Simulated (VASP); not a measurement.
Set up this calculation in VASP 6.6.1, as the native input.

| Quantity | Value |
| --- | --- |
| Task | single point |
| Functional | r2SCAN50 |
| Potentials or basis | VASP PAW PBE potentials, release 64 (Ge_d) |
| Cutoff | 520 eV |
| k mesh | 5 × 5 × 5 |
| Occupations | fermi-dirac, width 0.05 eV |
| Spin | no spin polarisation |
| Dipole correction | no |
| Grid for exact exchange (PRECFOCK) | Normal |
| Further INCAR settings | ALGO = Normal; EDIFF = 1e-06; NBANDS = 21 |
| Share of exact exchange | 0.5 |

The system is Ge.

```xyz
2
Lattice="0.0000 2.8289 2.8289 2.8289 0.0000 2.8289 2.8289 2.8289 0.0000" Properties=species:S:1:pos:R:3 pbc="T T T"
Ge    4.2434    4.2434    4.2434
Ge    2.8289    2.8289    2.8289
```

One way to write it, as run:

POSCAR

```
Ge
1.0
    0.0000000000      2.8289100000      2.8289100000
    2.8289100000      0.0000000000      2.8289100000
    2.8289100000      2.8289100000      0.0000000000
Ge
2
Direct
    0.7500000000      0.7500000000      0.7500000000
    0.5000000000      0.5000000000      0.5000000000
```

INCAR.step1

```
SYSTEM = Ge
ALGO     = Normal         ! electronic algorithm
EDIFF    = 1E-5           ! SCF threshold, eV
ENCUT    = 520            ! plane-wave cutoff, eV
GGA      = PE             ! functional
ISIF     = 2              ! what is computed and relaxed
ISMEAR   = -1             ! smearing method
LASPH    = .TRUE.         ! aspherical terms in the spheres
LCHARG   = .FALSE.        ! write CHGCAR
LREAL    = .FALSE.        ! projectors in reciprocal space
LWAVE    = .TRUE.         ! write WAVECAR
NBANDS   = 21             ! bands
NELM     = 60             ! most SCF steps
PREC     = Accurate       ! precision mode
SIGMA    = 0.05           ! smearing width, eV
```

INCAR.step2

```
SYSTEM = Ge
AEXX     = 0.5            ! exact-exchange fraction
ALGO     = Normal         ! electronic algorithm
EDIFF    = 1E-6           ! SCF threshold, eV
ENCUT    = 520            ! plane-wave cutoff, eV
ISIF     = 2              ! what is computed and relaxed
ISMEAR   = -1             ! smearing method
ISTART   = 1            
LASPH    = .TRUE.         ! aspherical terms in the spheres
LCHARG   = .FALSE.        ! write CHGCAR
LHFCALC  = .TRUE.         ! exact exchange
LMIXTAU  = .TRUE.       
LREAL    = .FALSE.        ! projectors in reciprocal space
LWAVE    = .FALSE.        ! write WAVECAR
METAGGA  = R2SCAN         ! meta-GGA
NBANDS   = 21             ! bands
NELM     = 60             ! most SCF steps
PREC     = Accurate       ! precision mode
PRECFOCK = Normal       
SIGMA    = 0.05           ! smearing width, eV
```

KPOINTS

```
k-points
0
G
  5 5 5
  0 0 0
```

Potentials or basis: VASP PAW PBE potentials, release 64 (Ge_d).

Command:

```sh
$ cat potpaw_PBE.64/Ge_d/POTCAR > POTCAR
$ cp INCAR.step1 INCAR
$ mpirun -np 1 vasp_std > vasp.out
$ cp INCAR.step2 INCAR
$ mpirun -np 1 vasp_std > vasp.out
```

It gave:

```
Pressure               : -2.1 GPa
Band gap on the k mesh : 2.94 eV (least direct gap 3.11 eV)
```

Caveat: the PAW data sets were made with another functional, which shifts forces and pressure a little; an odd mesh through Γ misses points on the zone boundary, where band edges can lie.

It took 28 min on 1 thread of AMD EPYC 9R14 (Zen 4) (shared host), peak memory 0.15 GiB.
